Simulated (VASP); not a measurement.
Write the native input for VASP 6.6.1 that does the following.

* Task: single point
* Functional: PBEsol
* Potentials or basis: VASP PAW PBE potentials, release 64 (Sn_d, O)
* Cutoff: 520 eV
* k mesh: 12 × 12 × 12
* Occupations: gaussian, width 0.05 eV
* Spin: no spin polarisation
* Dipole correction: no
* Further INCAR settings: ALGO = Normal; EDIFF = 1e-06; NBANDS = 20

The structure of SnO2 lies in POSCAR:

```
SnO2
1.0
    1.6392477882      0.9464201518      4.6717078071
   -1.6392477882      0.9464201518      4.6717078071
    0.0000000000     -1.8928403036      4.6717078071
Sn O
1 2
Direct
    0.5000000000      0.5000000000      0.5000000000
    0.2371700000      0.2371700000      0.2371700000
    0.7628300000      0.7628300000      0.7628300000
```

This cell differs from its parent crystal: ratio of the length along z to the lengths across it x 0.96, volume and fractional coordinates fixed.

The input as run:

INCAR

```
SYSTEM = SnO2
ALGO = Normal ; EDIFF = 1E-6
ENCUT = 520 ; GGA = PS
ISIF = 2 ; ISMEAR = 0
LASPH = .TRUE. ; LCHARG = .TRUE.
LELF = .TRUE. ; LREAL = .FALSE.
LVHAR = .TRUE. ; LWAVE = .FALSE.
NBANDS = 20 ; NELM = 100
PREC = Accurate ; SIGMA = 0.05
```

KPOINTS

```
k-points
0
G
  12 12 12
  0 0 0
```

Potentials or basis: VASP PAW PBE potentials, release 64 (Sn_d, O).

Run with:

```console
$ cat potpaw_PBE.64/Sn_d/POTCAR potpaw_PBE.64/O/POTCAR > POTCAR
$ mpirun -np 1 vasp_std > vasp.out
```

It gave:

- Pressure: -6.9 GPa
- Largest force: 0.250 eV/Å
- Band gap on the k mesh: 1.56 eV (least direct gap 1.66 eV)

Caveat: the stress differs along the axes, from -9 to -3 GPa; the PAW data sets were made with another functional, which shifts forces and pressure a little; spin-orbit coupling is left out, which moves the levels of the heavy elements.

It took 3.8 min on 1 thread of AMD EPYC 7R13 Processor (Zen 3), with other jobs on the host, peak memory 0.31 GiB.
